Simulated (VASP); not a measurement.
# Na (Im-3m) in VASP: single point with PBE

Aim: the single point of Na with PBE.

All numbers are computed with VASP 6.6.1; they aren't measurements. Logs are shortened: lines on timing, memory, paths and dates and some standing lists are left out, and cuts for length are marked.

## (1) The cell of the first run

Symmetry: Im-3m, No. 229, cubic system. The conventional cell has a = 4.198 Å, b = 4.198 Å, c = 4.198 Å, α = 90.00°, β = 90.00°, γ = 90.00°. Within 4.8 Å of Na (site symmetry m-3m) lie 14 Na at 3.64 to 4.20 Å.

## (2) Single point, PBE

The input, INCAR:

```
SYSTEM = Na
ALGO = Normal ; EDIFF = 1E-6
ENCUT = 500 ; GGA = PE
GGA_COMPAT = .False. ; ISIF = 2
ISMEAR = -1 ; LASPH = .True.
LCHARG = .True. ; LELF = .True.
LREAL = .False. ; LVHAR = .True.
LWAVE = .False. ; NBANDS = 14
NELM = 120 ; PREC = Accurate
SIGMA = 0.1
```

The input, KPOINTS:

```
k-points
0
Gamma
  2 2 2
  0 0 0
```

The input, POSCAR:

```
Na
1.0
    4.1981876900      0.0000000000      0.0000000000
    0.0000000000      4.1981876900      0.0000000000
    0.0000000000      0.0000000000      4.1981876900
Na
2
Direct
    0.0000000000      0.0000000000      0.0000000000
    0.5000000000      0.5000000000      0.5000000000
```

Potentials or basis: VASP PAW PBE potentials, release 64 (Na_pv).

On the command line:

```sh
cat potpaw_PBE.64/Na_pv/POTCAR > POTCAR
mpirun -np 1 vasp_std > vasp.out
```

OUTCAR:

```text
SYSTEM = Na
   EDIFF = 1E-6
   ENCUT = 500
   GGA = PE
   ISIF = 2
   ISMEAR = -1
   LASPH = .True.
   LREAL = .False.
   NELM = 120
   PREC = Accurate

 ion  position               nearest neighbor table
   1  0.000  0.000  0.000-
   2  0.500  0.500  0.500-

  LATTYP: Found a simple cubic cell.
 ALAT       =     4.1981876900

  Lattice vectors:

 A1 = (   4.1981876900,   0.0000000000,   0.0000000000)
 A2 = (   0.0000000000,   4.1981876900,   0.0000000000)
 A3 = (   0.0000000000,   0.0000000000,   4.1981876900)

Analysis of symmetry for initial positions (statically):
=====================================================================
 Subroutine PRICEL returns following result:

  LATTYP: Found a body centered cubic cell.
 ALAT       =     4.1981876900

  Lattice vectors:

 A1 = (   2.0990938450,   2.0990938450,  -2.0990938450)
 A2 = (  -2.0990938450,   2.0990938450,   2.0990938450)
 A3 = (   2.0990938450,  -2.0990938450,   2.0990938450)

   2 primitive cells build up your supercell.

 Routine SETGRP: Setting up the symmetry group for a
 simple cubic supercell.

 Subroutine GETGRP returns: Found 48 space group operations
 (whereof 48 operations were pure point group operations)
 out of a pool of 48 trial point group operations.

The static configuration has the point symmetry O_h .

Analysis of symmetry for dynamics (positions and initial velocities):
=====================================================================
 Subroutine PRICEL returns following result:

  LATTYP: Found a body centered cubic cell.
 ALAT       =     4.1981876900

  Lattice vectors:

 A1 = (   2.0990938450,   2.0990938450,  -2.0990938450)
 A2 = (  -2.0990938450,   2.0990938450,   2.0990938450)
 A3 = (   2.0990938450,  -2.0990938450,   2.0990938450)

   2 primitive cells build up your supercell.

 Routine SETGRP: Setting up the symmetry group for a
 simple cubic supercell.

 Subroutine GETGRP returns: Found 48 space group operations
 (whereof 48 operations were pure point group operations)
 out of a pool of 48 trial point group operations.

The dynamic configuration has the point symmetry O_h .

 Subroutine INISYM returns: Found 48 space group operations
 (whereof 48 operations are pure point group operations),
 and found     2 'primitive' translations

----------------------------------------------------------------------------------------

                                     Primitive cell

  volume of cell :      36.9961

  direct lattice vectors                    reciprocal lattice vectors
     2.099093845  2.099093845 -2.099093845     0.238198021  0.238198021  0.000000000
    -2.099093845  2.099093845  2.099093845    -0.000000000  0.238198021  0.238198021
     2.099093845 -2.099093845  2.099093845     0.238198021  0.000000000  0.238198021

  length of vectors
     3.635737189  3.635737189  3.635737189     0.336862872  0.336862872  0.336862872

  position of ions in fractional coordinates (direct lattice)
     0.000000000  0.000000000  0.000000000

  ion indices of the primitive-cell ions
   primitive index   ion index
                 1           1

----------------------------------------------------------------------------------------

 KPOINTS: k-points

Automatic generation of k-mesh.
 Grid dimensions read from file:
 generate k-points for:    2    2    2

 Generating k-lattice:

  Cartesian coordinates                     Fractional coordinates (reciprocal lattice)
     0.119099011  0.000000000  0.000000000     0.500000000  0.000000000  0.000000000
     0.000000000  0.119099011  0.000000000     0.000000000  0.500000000  0.000000000
     0.000000000  0.000000000  0.119099011     0.000000000  0.000000000  0.500000000

  Length of vectors
     0.119099011  0.119099011  0.119099011

  Shift w.r.t. Gamma in fractional coordinates (k-lattice)
     0.000000000  0.000000000  0.000000000

 Subroutine IBZKPT returns following result:
 ===========================================

 Found      4 irreducible k-points:

 Following reciprocal coordinates:
            Coordinates               Weight
  0.000000  0.000000  0.000000      1.000000
  0.500000  0.000000  0.000000      3.000000
  0.500000  0.500000  0.000000      3.000000
  0.500000  0.500000  0.500000      1.000000
   k-points           NKPTS =      4   k-points in BZ     NKDIM =      4   number of bands    NBANDS=     14
   number of dos      NEDOS =    301   number of ions     NIONS =      2
   total plane-waves  NPLWV =  32768
   dimension x,y,z NGX =    32 NGY =   32 NGZ =   32
   dimension x,y,z NGXF=    64 NGYF=   64 NGZF=   64
   ions per type =               2
   NGX,Y,Z   is equivalent  to a cutoff of  12.67, 12.67, 12.67 a.u.
   NGXF,Y,Z  is equivalent  to a cutoff of  25.34, 25.34, 25.34 a.u.
 SYSTEM =  Na
   PREC   = accura    normal or accurate (medium, high low for compatibility)
   ISTART =      0    job   : 0-new  1-cont  2-samecut
   ICHARG =      2    charge: 1-file 2-atom 10-const
   ISPIN  =      1    spin polarized calculation?
   LNONCOLLINEAR =      F non collinear calculations
   LSORBIT =      F    spin-orbit coupling
   LASPH  =      T    aspherical Exc in radial PAW
   ENCUT  =  500.0 eV  36.75 Ry    6.06 a.u.   7.65  7.65  7.65*2*pi/ulx,y,z
   NELM   =    120;   NELMIN=  2; NELMDL= -5     # of ELM steps
   EDIFF  = 0.1E-05   stopping-criterion for ELM
   LREAL  =      F    real-space projection
   EDIFFG = 0.1E-04   stopping-criterion for IOM
   NSW    =      0    number of steps for IOM
   IBRION =     -1    ionic relax: 0-MD 1-quasi-New 2-CG
   NFREE  =      0    steps in history (QN), initial steepest desc. (CG)
   ISIF   =      2    stress and relaxation
   ISYM   =      2    0-nonsym 1-usesym 2-fastsym
   POTIM  = 0.5000    time-step for ionic-motion
   TEBEG  =    0.0;   TEEND  =   0.0 temperature during run
   PSTRESS=    0.0 pullay stress
   NELECT =      14.0000    total number of electrons
   NUPDOWN=      -1.0000    fix difference up-down
   EMIN   =  10.00;   EMAX   =-10.00  energy-range for DOS
   EFERMI =   0.00;   METHOD = LEGACY
   ISMEAR =    -1;   SIGMA  =   0.10  broadening in eV -4-tet -1-fermi 0-gaus
   EFERMI_NEDOS =   21; number of points for ismear=-14 and -15
   IALGO  =     38    algorithm
   IMIX   =      4    mixing-type and parameters
     AMIX     =   0.40;   BMIX     =  1.00
     AMIX_MAG =   1.60;   BMIX_MAG =  1.00
  volume/ion in A,a.u.               =      37.00       249.66
  Fermi-wavevector in a.u.,A,eV,Ry     =   0.939844  1.776047 12.018112  0.883306
  Thomas-Fermi vector in A             =   2.067196
   LORBIT       =      0    0 simple, 1 ext, 2 COOP (PROOUT), +10 PAW based schemes
   GGA     = PE    functional components
   LHFCALC =     F    Hartree Fock is set to
   AEXX    =    0.0000 exact exchange contribution
   IVDW    =     0    specifies the selected vdW correction
   LEPSILON=     F    determine dielectric tensor
   LRPA    =     F    only Hartree local field effects (RPA)
 non-spin polarized calculation
  energy-cutoff  :      500.00
  volume of cell :       73.99
 maximum number of plane-waves:      1924
 NGX is ok and might be reduce to    32
   NGX = 15   NGY = 15   NGZ = 15

 number of electron      14.0000021 magnetization

 Free energy of the ion-electron system (eV)
  ---------------------------------------------------
  ext. energy  EPLUGINS =         0.00000000
  ---------------------------------------------------
  free energy    TOTEN  =        -2.42182847 eV

  energy without entropy =       -2.35262302  energy(sigma->0) =       -2.38722574

 E-fermi :   0.9260     XC(G=0):  -6.5122

 val. band max:       -0.7886388695   @ k =   0.5000   0.0000   0.0000
 cond. band min:       1.0883345534   @ k =   0.5000   0.5000   0.0000
 fundamental gap:      1.8769734229
 Fermi energy:         0.9260046950

 k-point     1 :       0.0000    0.0000    0.0000
  band No.  band energies     occupation
      1     -24.6027      2.00000
      2     -24.6027      2.00000
      3     -24.6027      2.00000
      4     -24.5768      2.00000
      5     -24.5768      2.00000
      6     -24.5768      2.00000
      7      -2.9516      2.00000
      8       4.8500      0.00000
      9       4.8500      0.00000
     10       5.2372      0.00000
     11       5.2372      0.00000
     12       5.2372      0.00000
     13       8.0330      0.00000
     14      12.0806      0.00000

 k-point     2 :       0.5000    0.0000    0.0000
  band No.  band energies     occupation
      1     -24.5952      2.00000
      2     -24.5952      2.00000
      3     -24.5893      2.00000
      4     -24.5893      2.00000
      5     -24.5893      2.00000
      6     -24.5893      2.00000
      7      -0.7886      2.00000
      8      -0.7886      2.00000
      9       6.9755      0.00000
     10       6.9755      0.00000
     11       7.0935      0.00000
     12       7.0935      0.00000
     13       7.0935      0.00000
     14       7.0935      0.00000

 k-point     3 :       0.5000    0.5000    0.0000
  band No.  band energies     occupation
      1     -24.6125      2.00000
      2     -24.6125      2.00000
      3     -24.5889      2.00000
      4     -24.5889      2.00000
      5     -24.5767      2.00000
      6     -24.5767      2.00000
      7       1.0883      0.32950
      8       1.0883      0.32950
      9       1.5516      0.00383
     10       1.5516      0.00383
     11       8.5470      0.00000
     12       8.5470      0.00000
     13       9.5047      0.00000
     14       9.5048      0.00000

 k-point     4 :       0.5000    0.5000    0.5000
  band No.  band energies     occupation
      1     -24.5941      2.00000
      2     -24.5941      2.00000
      3     -24.5941      2.00000
      4     -24.5941      2.00000
      5     -24.5941      2.00000
      6     -24.5941      2.00000
      7       3.0472      0.00000
      8       3.0472      0.00000
      9       3.0472      0.00000
     10       3.0472      0.00000
     11       3.0472      0.00000
     12       3.0472      0.00000
     13       4.7075      0.00000
     14       4.7075      0.00000

------------------------ aborting loop because EDIFF is reached ----------------------------------------

  FORCE on cell =-STRESS in cart. coord.  units (eV):
  Direction    XX          YY          ZZ          XY          YZ          ZX
  --------------------------------------------------------------------------------------
  -------------------------------------------------------------------------------------
  Total        0.0981848      0.0981848      0.0981848      0.0000000      0.0000000     -0.0000000
  in kB        2.1260286      2.1260286      2.1260286      0.0000000      0.0000000     -0.0000000
  external PRESSURE =       2.1260286 kB  Pullay stress =       0.0000000 kB

 VOLUME and BASIS-vectors are now :
 -----------------------------------------------------------------------------
  energy-cutoff  :      500.00
  volume of cell :       73.99
      direct lattice vectors                 reciprocal lattice vectors
     4.198187690  0.000000000  0.000000000     0.238198021  0.000000000  0.000000000
     0.000000000  4.198187690  0.000000000     0.000000000  0.238198021  0.000000000
     0.000000000  0.000000000  4.198187690     0.000000000  0.000000000  0.238198021

 POSITION                                       TOTAL-FORCE (eV/Angst)
 -----------------------------------------------------------------------------------
      0.00000      0.00000      0.00000         0.000000      0.000000      0.000000
      2.09909      2.09909      2.09909        -0.000000     -0.000000     -0.000000
 -----------------------------------------------------------------------------------
    total drift:                                0.000000      0.000000     -0.000000

  FREE ENERGIE OF THE ION-ELECTRON SYSTEM (eV)
  ---------------------------------------------------
  free  energy   TOTEN  =        -2.4218284691 eV

  energy  without entropy=       -2.3526230165  energy(sigma->0) =       -2.38722574
```

Wall time 3.7 s (1 thread of Intel Xeon Platinum 8559C (Emerald Rapids), shared host); peak memory 0.16 GiB.

Results:

- Free energy: -2.4218 eV
- Pressure: 0.2 GPa
- Band gap on the k mesh: zero (band 7 reaches 3.05 eV, above the bottom of band 8 at -0.79 eV)

Caveat: the k points lie up to 0.75 Å⁻¹ apart.
